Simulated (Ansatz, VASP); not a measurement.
Pt in VASP and in Ansatz

Contents of INCAR:

```
SYSTEM = Pt
PREC = Accurate
ENCUT = 520
EDIFF = 1E-7
ISMEAR = 0
SIGMA = 0.15
LREAL = .False.
LASPH = .True.
NELM = 60
ALGO = Normal
ISIF = 2
LWAVE = .False.
LCHARG = .False.
GGA = CA
NBANDS = 11
```

The input KPOINTS:

```
regular mesh
0
Gamma
  24 24 24
  0 0 0
```

Contents of POSCAR:

```
Pt
1.0
   -1.5842200000      1.5842200000      1.5842200000
    1.5842200000     -1.5842200000      1.5842200000
    1.5842200000      1.5842200000     -1.5842200000
Pt
1
Direct
    0.0000000000      0.0000000000      0.0000000000
```

Input for Ansatz:

```yaml
crystal:
  lattice:
    - [-1.58422, 1.58422, 1.58422]
    - [1.58422, -1.58422, 1.58422]
    - [1.58422, 1.58422, -1.58422]
  atoms:
    - { symbol: Pt, position: [0.0, 0.0, 0.0] }
basis:
  ecutwfc: 420
kpoints:
  mp_grid: { grid: [24, 24, 24] }
hamiltonian:
  xc: lda
scf:
  occupations: { method: gaussian, width: 0.15 }
output:
  forces: true
  stress: true
  eigenvalues: true
```

Alike in both runs: task single point; functional LDA; k mesh 24 × 24 × 24; occupations gaussian, width 0.15 eV; no spin polarisation.

```csv
,VASP,Ansatz
version,VASP 6.6.1,Ansatz 0.2.0
potentials or method,"VASP PAW LDA potentials, release 64 (Pt), cutoff 520 eV","scalar-relativistic, plane waves, PAW"
valence electrons in the cell,10,18
```

```tsv
	VASP	Ansatz	Ansatz less VASP
gap on the k mesh at the Fermi level (eV)	none	none	-
pressure (GPa)	-15.3	-15.8	-0.56
```

LDA's correlation is that of Perdew and Zunger in VASP and of Perdew and Wang (1992) in Ansatz. A gap of «none» marks a metal or a gap that the smearing closes. VASP's potentials hold 10 valence electrons a cell and Ansatz's 18, so a difference there can come from the potentials and not from the codes.

Spin-orbit coupling is off throughout.
